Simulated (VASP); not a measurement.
Wanted: the native input for a VASP 6.6.1 run.

```
Task                   : single point
Functional             : PBEsol
Potentials or basis    : VASP PAW PBE potentials, release 64 (Cu)
Cutoff                 : 520 eV
k mesh                 : 20 × 20 × 20
Occupations            : gaussian, width 0.15 eV
Spin                   : no spin polarisation
Dipole correction      : no
Further INCAR settings : ALGO = Fast; EDIFF = 1e-06; NBANDS = 18
```

The structure of Cu lies in POSCAR:

```
Cu
1.0
    1.1209865948     -3.6582677696      0.0000000000
    1.1209865948      3.6582677696      0.0000000000
    0.0000000000      0.0000000000      2.4754955235
Cu
2
Direct
    0.1338666500      0.8661333500      0.2500000000
    0.8661333500      0.1338666500      0.7500000000
```

This cell differs from its parent crystal: strain -0.080 along x and y, +0.000 along z.

The input as run:

INCAR

```
PREC = Accurate
ENCUT = 520
EDIFF = 1E-6
ISMEAR = 0
SIGMA = 0.15
LREAL = False
LASPH = True
NELM = 100
ALGO = Fast
ISIF = 2
LWAVE = False
LCHARG = False
GGA = PS
NBANDS = 18
```

KPOINTS

```
regular mesh
0
Gamma
  20 20 20
```

Potentials or basis: VASP PAW PBE potentials, release 64 (Cu).

Run with:

```console
$ cat potpaw_PBE.64/Cu/POTCAR > POTCAR
$ mpirun -np 1 vasp_std > vasp.out
```

It gave:

```
Pressure               : 37.7 GPa
Largest force          : 0.325 eV/Å
Band gap on the k mesh : zero (bands 11 and 12 overlap by 5.97 eV)
```

Caveat: the cell differs from its parent crystal (strain -0.080 along x and y, +0.000 along z); the stress differs along the axes, from 23 to 51 GPa; the PAW data sets were made with another functional, which shifts forces and pressure a little.

Run time: 7.2 min on 1 thread of Intel(R) Xeon(R) Platinum 8259CL CPU @ 2.50GHz (Skylake/Cascade Lake) (shared host), peak memory 0.45 GiB.
